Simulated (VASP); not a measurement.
Input of a VASP 6.6.1 run:

INCAR

```
PREC = Accurate
ENCUT = 500
EDIFF = 1E-6
ISMEAR = -1
SIGMA = 0.05
LREAL = F
LASPH = T
NELM = 120
ALGO = Normal
ISIF = 2
LWAVE = F
LCHARG = F
GGA = PS
NBANDS = 34
GGA_COMPAT = F
```

File KPOINTS:

```
regular mesh
0
Gamma
  4 4 4
```

File POSCAR:

```
ZnGa3
1.0
    4.1014346218      0.0000000000      0.0000000000
    0.0000000000      4.1014346218      0.0000000000
    0.0000000000      0.0000000000      4.1014346218
Zn Ga
1 3
Direct
    0.0000000000      0.0000000000      0.0000000000
    0.0000000000      0.5000000000      0.5000000000
    0.5000000000      0.0000000000      0.5000000000
    0.5000000000      0.5000000000      0.0000000000
```

Potentials or basis: VASP PAW PBE potentials, release 64 (Zn, Ga_d).

Launch:

```console
$ cat potpaw_PBE.64/Zn/POTCAR potpaw_PBE.64/Ga_d/POTCAR > POTCAR
$ mpirun -np 1 vasp_std > vasp.out
```

(1) Predict the pressure.

Answers

(1) 0.1 GPa.

Caveat: the k points lie up to 0.38 Å⁻¹ apart; the PAW data sets were made with another functional, which shifts forces and pressure a little.
